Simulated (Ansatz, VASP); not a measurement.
## One calculation of PbSe, two programs

```
Pb Se
1.0
     0.00000    3.23261    2.74772
     3.23261    0.00000    2.74772
     3.23261    3.23261    0.00000
Pb Se
1 1
Cartesian
  0.0000 0.0000 0.0000
  3.2326 3.2326 2.7477
```

Alike in both runs: task single point; functional r2SCAN; k mesh 10 × 10 × 10; occupations gaussian, width 0.05 eV; no spin polarisation.

```csv
,VASP,Ansatz
version,VASP 6.6.1,Ansatz 0.2.0
potentials or method,"VASP PAW PBE potentials, release 64 (Pb_d, Se), cutoff 520 eV","scalar-relativistic, plane waves, PAW"
valence electrons in the cell,20,30
```

```tsv
	VASP	Ansatz	Ansatz less VASP
gap on the k mesh at the Fermi level (eV)	0.23	0.23	+0.002
least direct gap on the mesh (eV)	0.29	0.30	+0.004
pressure (GPa)	5.9	5.9	-0.01
traceless stress, the component that is largest in VASP (GPa)	18.87	18.83	-0.039
```

VASP's potentials were made for PBE, not for r2SCAN. The functional is the same, so the differences come from potentials, cutoffs and numerics. VASP's potentials hold 20 valence electrons a cell and Ansatz's 30, so a difference there can come from the potentials and not from the codes.

Spin-orbit coupling is off throughout.
